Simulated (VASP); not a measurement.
A run of VASP 6.6.1 is set up as follows.

INCAR

```
SYSTEM = Gd
PREC = Accurate
ENCUT = 520
EDIFF = 1E-6
ISMEAR = -1
SIGMA = 0.05
LREAL = .FALSE.
LASPH = .TRUE.
NELM = 150
ALGO = Normal
ISIF = 2
LWAVE = .FALSE.
LCHARG = .FALSE.
ISPIN = 2
MAGMOM = 7
LORBIT = 11
LMAXMIX = 6
GGA = PE
NBANDS = 19
```

File KPOINTS:

```
regular mesh
0
G
  9 9 9
  0 0 0
```

Contents of POSCAR:

```
Gd
1.0
   -2.0516477927      2.0516477927      2.0516477927
    2.0516477927     -2.0516477927      2.0516477927
    2.0516477927      2.0516477927     -2.0516477927
Gd
1
Direct
    0.0000000000      0.0000000000      0.0000000000
```

Potentials or basis: VASP PAW PBE potentials, release 64 (Gd).

Run with:

```console
$ cat potpaw_PBE.64/Gd/POTCAR > POTCAR
$ mpirun -np 1 vasp_std > vasp.out
```

(1) Predict the pressure.

(2) Predict the site moments.

(3) Estimate the net moment.

## Answers

(1) -1.4 GPa.

(2) Gd +6.99 μB.

(3) 7.62 μB per cell.
